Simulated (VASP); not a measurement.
# Zr (P6_3/mmc) in VASP: a series of runs

Zr is run at these levels: PBE+D3(BJ), PBE; tasks: single point, relaxation of cell and atoms.

All numbers are computed with VASP 6.6.1; they aren't measurements. Logs are shortened: lines on timing, memory, paths and dates and some standing lists are left out, and cuts for length are marked.

## Step 1: The cell of the first run

It takes space group P6_3/mmc (No. 194, hexagonal). The conventional cell has a = 3.182 Å, b = 3.182 Å, c = 5.123 Å, α = 90.00°, β = 90.00°, γ = 120.00°. Within 4.1 Å of Zr (site symmetry -6m2) lie 12 Zr at 3.15 to 3.18 Å.

## Step 2: Single point, PBE+D3(BJ)

INCAR

```
PREC     = Accurate       # precision mode
ENCUT    = 520            # plane-wave cutoff, eV
EDIFF    = 1E-6           # SCF threshold, eV
ISMEAR   = -1             # smearing method
SIGMA    = 0.05           # smearing width, eV
LREAL    = False          # projectors in reciprocal space
LASPH    = True           # aspherical terms in the spheres
NELM     = 80             # most SCF steps
ALGO     = Normal         # electronic algorithm
ISIF     = 2              # what is computed and relaxed
LWAVE    = False          # write WAVECAR
LCHARG   = True           # write CHGCAR
GGA      = PE             # functional
IVDW     = 12             # dispersion correction
LELF     = True           # ELF
LVHAR    = True         
NBANDS   = 19             # bands
```

KPOINTS

```
regular mesh
0
Gamma
  9 9 5
```

POSCAR

```
Zr
1.0
    3.1816400944      0.0000000000      0.0000000000
   -1.5908200472      2.7553811474      0.0000000000
    0.0000000000      0.0000000000      5.1232995592
Zr
2
Direct
    0.6666666667      0.3333333333      0.7500000000
    0.3333333333      0.6666666667      0.2500000000
```

Potentials or basis: VASP PAW PBE potentials, release 64 (Zr_sv).

Started as:

```sh
$ cat potpaw_PBE.64/Zr_sv/POTCAR > POTCAR
$ mpirun -np 1 vasp_std > vasp.out
```

OUTCAR:

```text
PREC = Accurate
   ENCUT = 520
   EDIFF = 1E-6
   ISMEAR = -1
   LREAL = False
   LASPH = True
   NELM = 80
   ISIF = 2
   GGA = PE
   IVDW = 12
 IVDW          = 12

 ion  position               nearest neighbor table
   1  0.667  0.333  0.750-   2 3.15   2 3.15   2 3.15   2 3.15   2 3.15   2 3.15
   2  0.333  0.667  0.250-   1 3.15   1 3.15   1 3.15   1 3.15   1 3.15   1 3.15

  LATTYP: Found a hexagonal cell.
 ALAT       =     3.1816400944
 C/A-ratio  =     1.6102699888

  Lattice vectors:

 A1 = (   3.1816400944,   0.0000000000,   0.0000000000)
 A2 = (  -1.5908200472,   2.7553811474,   0.0000000000)
 A3 = (   0.0000000000,   0.0000000000,   5.1232995592)

Analysis of symmetry for initial positions (statically):
=====================================================================
 Subroutine PRICEL returns:
 Original cell was already a primitive cell.

 Routine SETGRP: Setting up the symmetry group for a
 hexagonal supercell.

 Subroutine GETGRP returns: Found 24 space group operations
 (whereof 12 operations were pure point group operations)
 out of a pool of 24 trial point group operations.

The static configuration has the point symmetry D_3d.
 The point group associated with its full space group is D_6h.

Analysis of symmetry for dynamics (positions and initial velocities):
=====================================================================
 Subroutine PRICEL returns:
 Original cell was already a primitive cell.

 Routine SETGRP: Setting up the symmetry group for a
 hexagonal supercell.

 Subroutine GETGRP returns: Found 24 space group operations
 (whereof 12 operations were pure point group operations)
 out of a pool of 24 trial point group operations.

The dynamic configuration has the point symmetry D_3d.
 The point group associated with its full space group is D_6h.

 Subroutine INISYM returns: Found 24 space group operations
 (whereof 12 operations are pure point group operations),
 and found     1 'primitive' translations

----------------------------------------------------------------------------------------

                                     Primitive cell

  volume of cell :      44.9141

  direct lattice vectors                    reciprocal lattice vectors
     3.181640094  0.000000000  0.000000000     0.314303306  0.181463098  0.000000000
    -1.590820047  2.755381147  0.000000000     0.000000000  0.362926197  0.000000000
     0.000000000  0.000000000  5.123299559     0.000000000  0.000000000  0.195186713

  length of vectors
     3.181640094  3.181640094  5.123299559     0.362926197  0.362926197  0.195186713

  position of ions in fractional coordinates (direct lattice)
     0.666666667  0.333333333  0.750000000
     0.333333333  0.666666667  0.250000000

  ion indices of the primitive-cell ions
   primitive index   ion index
                 1           1
                 2           2

----------------------------------------------------------------------------------------

 KPOINTS: regular mesh

Automatic generation of k-mesh.
 Grid dimensions read from file:
 generate k-points for:    9    9    5

 Generating k-lattice:

  Cartesian coordinates                     Fractional coordinates (reciprocal lattice)
     0.034922590  0.020162566  0.000000000     0.111111111 -0.000000000  0.000000000
     0.000000000  0.040325133  0.000000000     0.000000000  0.111111111  0.000000000
     0.000000000  0.000000000  0.039037343     0.000000000  0.000000000  0.200000000

  Length of vectors
     0.040325133  0.040325133  0.039037343

  Shift w.r.t. Gamma in fractional coordinates (k-lattice)
     0.000000000  0.000000000  0.000000000

 Subroutine IBZKPT returns following result:
 ===========================================

 Found     36 irreducible k-points:

 Following reciprocal coordinates:
            Coordinates               Weight
  0.000000  0.000000  0.000000      1.000000
  0.111111  0.000000  0.000000      6.000000
  0.222222  0.000000  0.000000      6.000000
  0.333333 -0.000000  0.000000      6.000000
  0.444444  0.000000  0.000000      6.000000
  0.111111  0.111111  0.000000      6.000000
[... 16 lines left out ...]
  0.333333  0.222222  0.200000     24.000000
  0.333333  0.333333  0.200000      4.000000
 [... further k-points ...]
   k-points           NKPTS =     36   k-points in BZ     NKDIM =     36   number of bands    NBANDS=     19
   number of dos      NEDOS =    301   number of ions     NIONS =      2
   total plane-waves  NPLWV =  23040
   dimension x,y,z NGX =    24 NGY =   24 NGZ =   40
   dimension x,y,z NGXF=    48 NGYF=   48 NGZF=   80
   ions per type =               2
   NGX,Y,Z   is equivalent  to a cutoff of  12.54, 12.54, 12.98 a.u.
   NGXF,Y,Z  is equivalent  to a cutoff of  25.08, 25.08, 25.96 a.u.
 SYSTEM =  unknown system
   PREC   = accura    normal or accurate (medium, high low for compatibility)
   ISTART =      0    job   : 0-new  1-cont  2-samecut
[... 44 lines left out ...]

 number of electron      24.0000000 magnetization

 Free energy of the ion-electron system (eV)
  ---------------------------------------------------
  ext. energy  EPLUGINS =         0.00000000
  ---------------------------------------------------
  free energy    TOTEN  =       -17.03065531 eV

  energy without entropy =      -17.01420618  energy(sigma->0) =      -17.02243075

 E-fermi :   9.4017     XC(G=0): -11.2470

 val. band max:        9.3982954743   @ k =   0.0000   0.0000   0.4000
 cond. band min:       9.4228583431   @ k =   0.3333   0.3333   0.4000
 fundamental gap:      0.0245628688
 Fermi energy:         9.4017091298

 k-point     1 :       0.0000    0.0000    0.0000
  band No.  band energies     occupation
      1     -39.3670      2.00000
      2     -39.1950      2.00000
      3     -17.9435      2.00000
      4     -16.9717      2.00000
      5     -16.9717      2.00000
      6     -16.8390      2.00000
[... 11 lines left out ...]
     18      11.6857      0.00000
     19      14.0202      0.00000

 k-point     2 :       0.1111    0.0000    0.0000
  band No.  band energies     occupation
      1     -39.3507      2.00000
      2     -39.1877      2.00000
      3     -17.9018      2.00000
      4     -17.0672      2.00000
      5     -17.0020      2.00000
      6     -16.9212      2.00000
[... 11 lines left out ...]
     18      11.3870      0.00000
     19      14.2327      0.00000

 k-point     3 :       0.2222    0.0000    0.0000
  band No.  band energies     occupation
      1     -39.3078      2.00000
      2     -39.1706      2.00000
      3     -17.7866      2.00000
      4     -17.3082      2.00000
      5     -17.1585      2.00000
      6     -17.0749      2.00000
[... 11 lines left out ...]
     18      12.2044      0.00000
     19      14.5758      0.00000

 k-point     4 :       0.3333   -0.0000    0.0000
  band No.  band energies     occupation
      1     -39.2545      2.00000
      2     -39.1551      2.00000
      3     -17.6282      2.00000
      4     -17.5792      2.00000
      5     -17.4117      2.00000
      6     -17.1530      2.00000
[... 11 lines left out ...]
     18      13.4864      0.00000
     19      14.7945      0.00000

 k-point     5 :       0.4444    0.0000    0.0000
  band No.  band energies     occupation
      1     -39.2137      2.00000
      2     -39.1507      2.00000
      3     -17.7534      2.00000
      4     -17.5695      2.00000
      5     -17.4866      2.00000
      6     -17.2021      2.00000
[... 11 lines left out ...]
     18      14.8538      0.00000
     19      14.8812      0.00000
[... 334 lines left out ...]
      2     -39.1562      2.00000
      3     -17.8024      2.00000
      4     -17.6460      2.00000
      5     -17.3600      2.00000
      6     -17.2116      2.00000
[... 11 lines left out ...]
     18      14.7281      0.00000
     19      15.6209      0.00000

 k-point    22 :       0.2222    0.2222    0.2000
  band No.  band energies     occupation
      1     -39.2210      2.00000
      2     -39.1583      2.00000
      3     -17.6650      2.00000
      4     -17.5833      2.00000
      5     -17.3360      2.00000
      6     -17.2668      2.00000
[... 11 lines left out ...]
     18      14.2743      0.00000
     19      15.2320      0.00000

 k-point    23 :       0.3333    0.2222    0.2000
  band No.  band energies     occupation
      1     -39.1880      2.00000
      2     -39.1565      2.00000
      3     -17.7002      2.00000
      4     -17.6030      2.00000
      5     -17.4192      2.00000
      6     -17.2561      2.00000
[... 11 lines left out ...]
     18      14.6622      0.00000
     19      16.2213      0.00000

 k-point    24 :       0.3333    0.3333    0.2000
  band No.  band energies     occupation
      1     -39.1662      2.00000
      2     -39.1662      2.00000
      3     -17.5860      2.00000
      4     -17.5705      2.00000
      5     -17.5705      2.00000
      6     -17.3062      2.00000
[... 11 lines left out ...]
     18      13.9563      0.00000
     19      16.4539      0.00000

 [... further k-points ...]

------------------------ aborting loop because EDIFF is reached ----------------------------------------

 Edisp (eV)   -1.09708

 E8    (eV) :    -0.5635

  FORCE on cell =-STRESS in cart. coord.  units (eV):
  Direction    XX          YY          ZZ          XY          YZ          ZX
  --------------------------------------------------------------------------------------
  -------------------------------------------------------------------------------------
  Total      -0.00106    -0.00106     0.00384     0.00000    -0.00000     0.00000
  in kB      -0.03770    -0.03770     0.13683     0.00000    -0.00000     0.00000
  external pressure =        0.02 kB  Pullay stress =        0.00 kB

 VOLUME and BASIS-vectors are now :
 -----------------------------------------------------------------------------
  energy-cutoff  :      520.00
  volume of cell :       44.91
      direct lattice vectors                 reciprocal lattice vectors
     3.181640094  0.000000000  0.000000000     0.314303306  0.181463098  0.000000000
    -1.590820047  2.755381147  0.000000000     0.000000000  0.362926197  0.000000000
     0.000000000  0.000000000  5.123299559     0.000000000  0.000000000  0.195186713

 POSITION                                       TOTAL-FORCE (eV/Angst)
 -----------------------------------------------------------------------------------
      1.59082      0.91846      3.84247        -0.000000     -0.000000      0.000000
     -0.00000      1.83692      1.28082         0.000000      0.000000      0.000000
 -----------------------------------------------------------------------------------
    total drift:                               -0.000000      0.000000     -0.000000

  FREE ENERGIE OF THE ION-ELECTRON SYSTEM (eV)
  ---------------------------------------------------
  free  energy   TOTEN  =       -18.1277367210 eV

  energy  without entropy=      -18.1112875906  energy(sigma->0) =      -18.11951216
```

It took 11 s on 1 thread of Intel Xeon 6975P-C (Granite Rapids), shared host; peak memory 0.17 GiB.

What came out:

- Free energy: -18.1277 eV
- Pressure: 0.0 GPa
- Band gap on the k mesh: zero (band 12 reaches 10.29 eV, above the bottom of band 13 at 9.15 eV)
- Dispersion energy per atom: -0.549 eV

Levels at points of the mesh, in eV from the Fermi level:
```
           k point  band 8  band 9  band 10  band 11  band 12  band 13  band 14  band 15  band 16  band 17
(0.00, 0.00, 0.00)  -26.22   -5.72    -3.13     0.89     0.89     0.93     1.22     1.59     1.59     2.28
```

Caveat: pairwise dispersion overbinds metals, which lowers pressure and volume.

## Step 3: Single point, PBE

This run uses another cell than the first one, of 23.28 Å³/atom, 1.037 times its volume.

INCAR

```
SYSTEM = Zr
PREC = Accurate
ENCUT = 520
EDIFF = 1E-6
ISMEAR = 0
SIGMA = 0.016
LREAL = .False.
LASPH = .True.
NELM = 100
ALGO = Normal
ISIF = 2
LWAVE = .False.
LCHARG = .False.
GGA = PE
NBANDS = 19
```

KPOINTS

```
Automatic mesh
0
Gamma
  9 9 5
  0 0 0
```

POSCAR

```
Zr
1.0
    3.2320000000      0.0000000000      0.0000000000
   -1.6160000000      2.7989941050      0.0000000000
    0.0000000000      0.0000000000      5.1470000000
Zr
2
Direct
    0.6666666667      0.3333333333      0.7500000000
    0.3333333333      0.6666666667      0.2500000000
```

Potentials or basis: VASP PAW PBE potentials, release 64 (Zr_sv).

Started as:

```sh
$ cat potpaw_PBE.64/Zr_sv/POTCAR > POTCAR
$ mpirun -np 1 vasp_std > vasp.out
```

It took 12 s on 1 thread of Intel Xeon 6975P-C (Granite Rapids), shared host; peak memory 0.17 GiB.

The run converged. Its results:

```
Free energy            : -17.0442 eV
Pressure               : 0.6 GPa
Band gap on the k mesh : zero (band 12 reaches 9.85 eV, above the bottom of band 13 at 8.74 eV)
```

Stress tensor (GPa, compression positive):
```
0.25 0.00 0.00
0.00 0.25 0.00
0.00 0.00 1.35
```

Levels at points of the mesh, in eV from the Fermi level:
| k point | band 8 | band 9 | band 10 | band 11 | band 12 | band 13 | band 14 | band 15 | band 16 | band 17 |
| --- | --- | --- | --- | --- | --- | --- | --- | --- | --- | --- |
| (0.00, 0.00, 0.00) | -26.40 | -5.70 | -3.07 | 0.82 | 0.82 | 0.97 | 1.13 | 1.51 | 1.51 | 2.09 |

## Step 4: Single point, PBE

This run uses another cell than the first one, of 23.28 Å³/atom, 1.037 times its volume.

INCAR

```
ALGO = Normal
EDIFF = 1E-7
ENCUT = 520
GGA = PE
ISIF = 2
ISMEAR = 0
LASPH = T
LCHARG = F
LREAL = F
LWAVE = F
NBANDS = 19
NELM = 80
PREC = Accurate
SIGMA = 0.025
```

KPOINTS

```
k-points
0
Gamma
  9 9 5
```

POSCAR is that of step 3.

Started as:

```sh
$ cat potpaw_PBE.64/Zr_sv/POTCAR > POTCAR
$ mpirun -np 1 vasp_std > vasp.out
```

Wall time 11 s (1 thread of Intel Xeon 6975P-C (Granite Rapids), shared host); peak memory 0.16 GiB.

It converged, with:

```yaml
Free_energy: -17.0446 eV
Pressure: 0.6 GPa
Band_gap_on_the_k_mesh: zero (band 12 reaches 9.85 eV, above the bottom of band 13 at 8.74 eV)
```

Stress tensor (GPa, compression positive):
```
0.23 0.00 0.00
0.00 0.23 0.00
0.00 0.00 1.32
```

Levels at points of the mesh, in eV from the Fermi level:
```tsv
k point	band 10	band 11	band 12	band 13	band 14	band 15
(0.00, 0.00, 0.00)	-3.07	0.82	0.82	0.97	1.13	1.52
```

## Step 5: Single point, PBE

This run uses another cell than the first one, of 23.28 Å³/atom, 1.037 times its volume.

INCAR

```
SYSTEM = Zr
PREC     = Accurate       ! precision mode
ENCUT    = 520            ! plane-wave cutoff, eV
EDIFF    = 1E-7           ! SCF threshold, eV
ISMEAR   = 0              ! smearing method
SIGMA    = 0.011          ! smearing width, eV
LREAL    = .FALSE.        ! projectors in reciprocal space
LASPH    = .TRUE.         ! aspherical terms in the spheres
NELM     = 60             ! most SCF steps
ALGO     = Normal         ! electronic algorithm
ISIF     = 2              ! what is computed and relaxed
LWAVE    = .FALSE.        ! write WAVECAR
LCHARG   = .FALSE.        ! write CHGCAR
GGA      = PE             ! functional
NBANDS   = 19             ! bands
```

KPOINTS

```
regular mesh
0
G
  9 9 5
  0 0 0
```

POSCAR is that of step 4.

Started as:

```sh
$ cat potpaw_PBE.64/Zr_sv/POTCAR > POTCAR
$ mpirun -np 1 vasp_std > vasp.out
```

It took 11 s on 1 thread of Intel Xeon 6975P-C (Granite Rapids), shared host; peak memory 0.16 GiB.

It converged, with:

| Property | Result |
| --- | --- |
| Free energy | -17.0441 eV |
| Pressure | 0.6 GPa |
| Band gap on the k mesh | zero (band 12 reaches 9.85 eV, above the bottom of band 13 at 8.74 eV) |

Stress tensor (GPa, compression positive):
```
0.21 0.00 0.00
0.00 0.21 0.00
0.00 0.00 1.35
```

Levels at points of the mesh, in eV from the Fermi level:
| k point | band 9 | band 10 | band 11 | band 12 | band 13 | band 14 | band 15 | band 16 |
| --- | --- | --- | --- | --- | --- | --- | --- | --- |
| (0.00, 0.00, 0.00) | -5.70 | -3.07 | 0.82 | 0.82 | 0.97 | 1.13 | 1.51 | 1.51 |

## Step 6: Relaxation of cell and atoms, PBE+D3(BJ)

This run uses another cell than the first one, of 23.28 Å³/atom, 1.037 times its volume.

INCAR

```
SYSTEM = Zr
PREC = Accurate ; ENCUT = 600
EDIFF = 1E-6 ; ISMEAR = -1
SIGMA = 0.05 ; LREAL = .False.
LASPH = .True. ; NELM = 80
ALGO = Normal ; ISIF = 3
LWAVE = .False. ; LCHARG = .False.
GGA = PE ; IVDW = 12
IBRION = 2 ; NSW = 80
EDIFFG = -0.005
```

KPOINTS

```
regular mesh
0
Gamma
  9 9 5
  0 0 0
```

POSCAR is that of step 5.

Potentials or basis: VASP PAW PBE potentials, release 64 (Zr_sv).

Started as:

```sh
$ cat potpaw_PBE.64/Zr_sv/POTCAR > POTCAR
$ mpirun -np 1 vasp_std > vasp.out
```

Wall time 71 s (1 thread of Intel Xeon 6975P-C (Granite Rapids), shared host); peak memory 0.21 GiB.

The run converged. Its results:

| Quantity | Value |
| --- | --- |
| Free energy | -18.1284 eV |
| Relaxed volume | 22.46 Å³/atom |
| Relaxed cell | a = 3.182 Å, b = 3.182 Å, c = 5.124 Å, α = 90.00°, β = 90.00°, γ = 120.00° |
| Space group after relaxing (to 0.05 Å) | P6_3/mmc (No. 194) |
| Energy gained by relaxing | 9.1 meV/atom |
| Ionic steps | 8 |
| Pressure after relaxing | 0.0 GPa |
| Band gap on the k mesh | zero (band 12 reaches 10.29 eV, above the bottom of band 13 at 9.15 eV) |
| Dispersion energy per atom | -0.548 eV |

Step by step:
```
step  energy change (eV)  largest force (eV/Å)  pressure (GPa)  volume (Å³)
   1              0.0000                0.0000           -3.29        46.56
   2             -0.0012                0.0000            3.61        43.41
   3             -0.0176                0.0000            0.03        44.93
   4             -0.0176                0.0000            0.11        44.90
   5             -0.0182                0.0000            0.07        44.90
   6             -0.0182                0.0000            0.06        44.90
   7             -0.0182                0.0000           -0.06        44.95
   8             -0.0182                0.0000            0.00        44.92
```

Final structure:
```cif
data_structure
_symmetry_space_group_name_H-M 'P 1'
_symmetry_Int_Tables_number 1
_cell_length_a 3.1818
_cell_length_b 3.1818
_cell_length_c 5.1239
_cell_angle_alpha 90.000
_cell_angle_beta 90.000
_cell_angle_gamma 120.000
_cell_volume 44.92
loop_
_atom_site_label
_atom_site_type_symbol
_atom_site_fract_x
_atom_site_fract_y
_atom_site_fract_z
_atom_site_occupancy
Zr1 Zr 0.66667 0.33333 0.75000 1
Zr2 Zr 0.33333 0.66667 0.25000 1
```

Levels at points of the mesh, in eV from the Fermi level:
| k point | band 8 | band 9 | band 10 | band 11 | band 12 | band 13 | band 14 | band 15 | band 16 |
| --- | --- | --- | --- | --- | --- | --- | --- | --- | --- |
| (0.00, 0.00, 0.00) | -26.23 | -5.72 | -3.13 | 0.89 | 0.89 | 0.93 | 1.22 | 1.59 | 1.59 |

Caveat: pairwise dispersion overbinds metals, which lowers pressure and volume.

## Step 7: Overview

| task | level | cell | cutoff (eV) | smearing | gap on the mesh (eV) | pressure (GPa) |
| --- | --- | --- | --- | --- | --- | --- |
| single point | PBE+D3(BJ) | a = 3.182, b = 3.182, c = 5.123 Å, angles 90.0, 90.0, 120.0°, 2 atoms | 520 | fermi-dirac 0.05 eV | none | 0.0 |
| single point | PBE | a = 3.232, b = 3.232, c = 5.147 Å, angles 90.0, 90.0, 120.0°, 2 atoms | 520 | gaussian 0.016 eV | none | 0.6 |
| single point | PBE | a = 3.232, b = 3.232, c = 5.147 Å, angles 90.0, 90.0, 120.0°, 2 atoms | 520 | gaussian 0.025 eV | none | 0.6 |
| single point | PBE | a = 3.232, b = 3.232, c = 5.147 Å, angles 90.0, 90.0, 120.0°, 2 atoms | 520 | gaussian 0.011 eV | none | 0.6 |
| relaxation of cell and atoms | PBE+D3(BJ) | relaxed from a = 3.232, b = 3.232, c = 5.147 Å, angles 90.0, 90.0, 120.0°, 2 atoms | 600 | fermi-dirac 0.05 eV | none | 0.0 |

Alike in all rows: potentials or basis VASP PAW PBE potentials, release 64 (Zr_sv); no spin polarisation; k mesh 9 × 9 × 5.

Caveats: pairwise dispersion overbinds metals, which lowers pressure and volume (some runs).

Absolute energies hang on the potentials; compare differences alone.
